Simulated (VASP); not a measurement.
# Li3Si2N (R-3m) in VASP: a series of runs

Li3Si2N is run at these levels: PBE; tasks: single point.

Program: VASP 6.6.1. These are calculated values, not measurements. Logs are shortened: lines on timing, memory, paths and dates and some standing lists are left out, and cuts for length are marked.

## (1) The cell of the first run

The structure is trigonal, space group R-3m (No. 166). The conventional cell has a = 4.852 Å, b = 4.852 Å, c = 11.414 Å, α = 90.00°, β = 90.00°, γ = 120.00°. Within 2.7 Å of Li (site symmetry 2/m) lie 2 Si at 2.01 Å and 4 Li at 2.43 Å and 2 N at 2.43 Å. Within 2.7 Å of Si (site symmetry 3m) lie 3 Li at 2.01 Å and 1 N at 2.37 Å. Within 3.1 Å of N (site symmetry -3m) lie 2 Si at 2.37 Å and 6 Li at 2.43 Å.

## (2) Single point, PBE, collinear spin, ferromagnetic start

Contents of INCAR:

```
PREC     = Accurate       # precision mode
ENCUT    = 520            # plane-wave cutoff, eV
EDIFF    = 1E-6           # SCF threshold, eV
ISMEAR   = 0              # smearing method
SIGMA    = 0.1            # smearing width, eV
LREAL    = F              # projectors in reciprocal space
LASPH    = T              # aspherical terms in the spheres
NELM     = 150            # most SCF steps
ALGO     = Normal         # electronic algorithm
ISIF     = 2              # what is computed and relaxed
LWAVE    = F              # write WAVECAR
LCHARG   = F              # write CHGCAR
ISPIN    = 2              # spin polarisation
MAGMOM   = 0 0 0 0 0 1    # initial moments
LORBIT   = 11             # projections on sites
GGA      = PE             # functional
NBANDS   = 24             # bands
```

Contents of KPOINTS:

```
Automatic mesh
0
Gamma
  6 6 6
```

Contents of POSCAR:

```
Li3Si2N
1.0
    2.4261106400      1.4007156300      3.8045558000
   -2.4261106400      1.4007156300      3.8045558000
    0.0000000000     -2.8014312600      3.8045558000
Li Si N
3 2 1
Direct
    0.5000000000      0.5000000000      0.0000000000
    0.0000000000      0.5000000000      0.5000000000
    0.5000000000      0.0000000000      0.5000000000
    0.2073785400      0.2073785400      0.2073785400
    0.7926214600      0.7926214600      0.7926214600
    0.0000000000      0.0000000000      0.0000000000
```

Potentials or basis: VASP PAW PBE potentials, release 64 (Li_sv, Si, N).

Started as:

```console
> cat potpaw_PBE.64/Li_sv/POTCAR potpaw_PBE.64/Si/POTCAR potpaw_PBE.64/N/POTCAR > POTCAR
> mpirun -np 1 vasp_std > vasp.out
```

OUTCAR:

```text
PREC = Accurate
   ENCUT = 520
   EDIFF = 1E-6
   ISMEAR = 0
   LREAL = F
   LASPH = T
   NELM = 150
   ISIF = 2
   ISPIN = 2
   LORBIT = 11
   GGA = PE

 ion  position               nearest neighbor table
   1  0.500  0.500  0.000-   4 2.01   5 2.01   2 2.43   3 2.43   3 2.43   2 2.43
   2  0.000  0.500  0.500-   4 2.01   5 2.01   1 2.43   1 2.43   3 2.43   3 2.43
   3  0.500  0.000  0.500-   4 2.01   5 2.01   1 2.43   1 2.43   2 2.43   2 2.43
   4  0.207  0.207  0.207-   1 2.01   2 2.01   3 2.01   6 2.37   5 2.95   5 2.95   5 2.95
   5  0.793  0.793  0.793-   1 2.01   2 2.01   3 2.01   6 2.37   4 2.95   4 2.95   4 2.95
   6  0.000  0.000  0.000-   4 2.37   5 2.37

  LATTYP: Found a trigonal (rhomboedric) cell.
 ALAT       =     4.7246864392
 COS(alpha) =     0.4726423891

  Lattice vectors:

 A1 = (   2.4261106400,   1.4007156300,   3.8045558000)
 A2 = (  -2.4261106400,   1.4007156300,   3.8045558000)
 A3 = (   0.0000000000,  -2.8014312600,   3.8045558000)

Analysis of symmetry for initial positions (statically):
=====================================================================
 Subroutine PRICEL returns:
 Original cell was already a primitive cell.

 Routine SETGRP: Setting up the symmetry group for a
 trigonal (rhombohedral) supercell.

 Subroutine GETGRP returns: Found 12 space group operations
 (whereof 12 operations were pure point group operations)
 out of a pool of 12 trial point group operations.

The static configuration has the point symmetry D_3d.

Analysis of symmetry for dynamics (positions and initial velocities):
=====================================================================
 Subroutine PRICEL returns:
 Original cell was already a primitive cell.

 Routine SETGRP: Setting up the symmetry group for a
 trigonal (rhombohedral) supercell.

 Subroutine GETGRP returns: Found 12 space group operations
 (whereof 12 operations were pure point group operations)
 out of a pool of 12 trial point group operations.

The dynamic configuration has the point symmetry D_3d.

Analysis of structural, dynamic, and magnetic symmetry:
=====================================================================
 Subroutine PRICEL returns:
 Original cell was already a primitive cell.

 Routine SETGRP: Setting up the symmetry group for a
 trigonal (rhombohedral) supercell.

 Subroutine GETGRP returns: Found 12 space group operations
 (whereof 12 operations were pure point group operations)
 out of a pool of 12 trial point group operations.

[... 142 lines left out ...]
  volume of cell :       77.57
 maximum number of plane-waves:      2115
   NGX = 17   NGY = 17   NGZ = 17

 number of electron      21.9999996 magnetization       0.0014037

 Free energy of the ion-electron system (eV)
  ---------------------------------------------------
  ext. energy  EPLUGINS =         0.00000000
  ---------------------------------------------------
  free energy    TOTEN  =       -17.79340581 eV

  energy without entropy =      -17.78087906  energy(sigma->0) =      -17.78714244

 E-fermi :   4.7827     XC(G=0):  -9.5541

 val. band max:        4.7812303478   @ k =   0.5000   0.5000   0.5000
 cond. band min:       4.8086013221   @ k =  -0.3333   0.1667   0.0000
 fundamental gap:      0.0273709743
 Fermi energy:         4.7827211559

 spin component 1

 k-point     1 :       0.0000    0.0000    0.0000
  band No.  band energies     occupation
      1     -41.5368      1.00000
      2     -41.4206      1.00000
      3     -41.4206      1.00000
      4      -8.7268      1.00000
      5      -3.0718      1.00000
      6      -1.3301      1.00000
[... 613 lines left out ...]
     22      13.8677      0.00000
     23      14.4624      0.00000

 [... further k-points ...]

 spin component 2

 k-point     1 :       0.0000    0.0000    0.0000
  band No.  band energies     occupation
      1     -41.5368      1.00000
      2     -41.4207      1.00000
      3     -41.4207      1.00000
      4      -8.7255      1.00000
      5      -3.0713      1.00000
      6      -1.3300      1.00000
[... 613 lines left out ...]
     22      13.8677      0.00000
     23      14.4626      0.00000

 [... further k-points ...]

 [bands above 23 left out]

------------------------ aborting loop because EDIFF is reached ----------------------------------------

  FORCE on cell =-STRESS in cart. coord.  units (eV):
  Direction    XX          YY          ZZ          XY          YZ          ZX
  --------------------------------------------------------------------------------------
  -------------------------------------------------------------------------------------
  Total        4.7070007      4.7070007     10.0191825     -0.0000000      0.0000000      0.0000000
  in kB       97.2162944     97.2162942    206.9317276     -0.0000000      0.0000000      0.0000000
  external PRESSURE =     133.7881054 kB  Pullay stress =       0.0000000 kB

 VOLUME and BASIS-vectors are now :
 -----------------------------------------------------------------------------
  energy-cutoff  :      520.00
  volume of cell :       77.57
      direct lattice vectors                 reciprocal lattice vectors
     2.426110640  1.400715630  3.804555800     0.206091178  0.118986797  0.087614258
    -2.426110640  1.400715630  3.804555800    -0.206091178  0.118986797  0.087614258
     0.000000000 -2.801431260  3.804555800     0.000000000 -0.237973594  0.087614258

 POSITION                                       TOTAL-FORCE (eV/Angst)
 -----------------------------------------------------------------------------------
      0.00000      1.40072      3.80456         0.000000     -0.000000     -0.000000
     -1.21306     -0.70036      3.80456        -0.000000      0.000000     -0.000000
      1.21306     -0.70036      3.80456        -0.000000     -0.000000     -0.000000
      0.00000      0.00000      2.36695        -0.000000     -0.000000     -9.514433
      0.00000      0.00000      9.04672        -0.000000      0.000000      9.514433
      0.00000      0.00000      0.00000        -0.000000     -0.000000     -0.000000
 -----------------------------------------------------------------------------------
    total drift:                               -0.000000     -0.000000      0.000000

  FREE ENERGIE OF THE ION-ELECTRON SYSTEM (eV)
  ---------------------------------------------------
  free  energy   TOTEN  =       -17.7934058094 eV

  energy  without entropy=      -17.7808790639  energy(sigma->0) =      -17.78714244

 total charge

# of ion       s       p       d       tot
------------------------------------------
    1        2.057   0.149   0.000   2.206
    2        2.057   0.149   0.000   2.206
    3        2.057   0.149   0.000   2.206
    4        0.896   0.762   0.000   1.658
    5        0.896   0.762   0.000   1.658
    6        1.323   2.115   0.000   3.438
--------------------------------------------------
tot          9.286   4.086   0.000  13.372

 magnetization (x)

# of ion       s       p       d       tot
------------------------------------------
    1       -0.000  -0.000   0.000  -0.000
    2       -0.000  -0.000   0.000  -0.000
    3       -0.000  -0.000   0.000  -0.000
    4        0.000   0.000   0.000   0.000
    5        0.000   0.000   0.000   0.000
    6        0.000   0.001   0.000   0.001
--------------------------------------------------
tot          0.000   0.001   0.000   0.001
```

OSZICAR:

```text
N       E                     dE             d eps       ncg     rms          rms(c)
DAV:   1     0.102709850924E+03    0.10271E+03   -0.88782E+03  3072   0.892E+02
DAV:   2    -0.316900649207E+01   -0.10588E+03   -0.10020E+03  3640   0.215E+02
DAV:   3    -0.187306294605E+02   -0.15562E+02   -0.15259E+02  5952   0.511E+01
DAV:   4    -0.191783730925E+02   -0.44774E+00   -0.44468E+00  3824   0.122E+01
DAV:   5    -0.191929010488E+02   -0.14528E-01   -0.14526E-01  4936   0.183E+00    0.707E+00
DAV:   6    -0.183245604063E+02    0.86834E+00   -0.66773E+00  3824   0.973E+00    0.541E+00
DAV:   7    -0.178594995539E+02    0.46506E+00   -0.23691E+00  3832   0.522E+00    0.194E+00
DAV:   8    -0.177892908804E+02    0.70209E-01   -0.38940E-01  3864   0.247E+00    0.471E-01
DAV:   9    -0.177918537032E+02   -0.25628E-02   -0.24967E-02  3816   0.690E-01    0.321E-01
DAV:  10    -0.177928159159E+02   -0.96221E-03   -0.45992E-03  4280   0.311E-01    0.176E-01
DAV:  11    -0.177932823417E+02   -0.46643E-03   -0.94158E-04  4048   0.153E-01    0.867E-02
DAV:  12    -0.177933769973E+02   -0.94656E-04   -0.21887E-04  3888   0.681E-02    0.380E-02
DAV:  13    -0.177933978877E+02   -0.20890E-04   -0.94733E-05  3792   0.426E-02    0.145E-02
DAV:  14    -0.177934039866E+02   -0.60989E-05   -0.15891E-05  3856   0.210E-02    0.798E-03
DAV:  15    -0.177934053919E+02   -0.14053E-05   -0.44492E-06  3360   0.937E-03    0.347E-03
DAV:  16    -0.177934058094E+02   -0.41755E-06   -0.12812E-06  2096   0.494E-03
   1 F= -.17793406E+02 E0= -.17787142E+02  d E =-.125267E-01  mag=     0.0006
```

stdout:

```text
POSCAR found type information on POSCAR LiSiN
 POSCAR found :  3 types and       6 ions
 scaLAPACK will be used
 LDA part: xc-table for (Slater+PW92), standard interpolation
 POSCAR, INCAR and KPOINTS ok, starting setup
 FFT: planning ... GRIDC
 FFT: planning ... GRID_SOFT
 FFT: planning ... GRID
 WAVECAR not read
 entering main loop
```

It took 50 s on 1 thread of Intel Xeon 6975P-C (Granite Rapids), shared host; peak memory 0.28 GiB.

Results:

| Item | Value |
| --- | --- |
| Free energy | -17.7934 eV |
| Largest force | 9.514 eV/Å |
| Band gap on the k mesh | zero (filled and empty bands overlap) |
| Net moment | 0.00 μB per cell |
| Valence electrons inside the program's atomic spheres | Li 2.21; Si 1.66; N 3.44 |

Forces on the atoms (eV/Å):
```
Li   0.000  0.000  0.000
Li   0.000  0.000  0.000
Li   0.000  0.000  0.000
Si   0.000  0.000 -9.514
Si   0.000  0.000  9.514
N    0.000  0.000  0.000
```

Levels at points of the mesh, in eV from the Fermi level:
Spin up:
```tsv
k point	band 8	band 9	band 10	band 11	band 12	band 13	band 14	band 15
(0.00, 0.00, 0.00)	-2.73	-2.73	-1.46	-1.46	0.52	0.54	0.54	1.88
(0.50, 0.00, 0.00)	-2.57	-2.52	-2.35	-1.08	0.12	1.56	2.28	3.19
(0.50, 0.50, 0.00)	-3.70	-2.93	-0.88	0.69	1.23	1.69	1.83	2.67
(0.50, 0.50, 0.50)	-3.94	-3.00	0.00	0.50	0.50	0.85	0.85	1.57
```
Spin down:
```csv
k point,band 7,band 8,band 9,band 10,band 11,band 12,band 13,band 14,band 15,band 16
"(0.00, 0.00, 0.00)",-3.84,-2.73,-2.73,-1.46,-1.46,0.52,0.54,0.54,1.88,4.54
"(0.50, 0.00, 0.00)",-3.83,-2.57,-2.52,-2.35,-1.08,0.12,1.56,2.28,3.19,4.93
"(0.50, 0.50, 0.00)",-4.19,-3.70,-2.93,-0.88,0.70,1.23,1.69,1.83,2.67,3.45
"(0.50, 0.50, 0.50)",-3.94,-3.94,-3.00,0.00,0.50,0.50,0.85,0.85,1.57,5.20
```

Caveat: the cutoff is under 1.25 times the usual one of these potentials, so pressure, stress and relaxed cells hold a basis-set (Pulay) error; forces of over 1 eV/Å act on the atoms, so gaps and moduli don't describe the material at rest.

(Continued in part 2 of 2.)
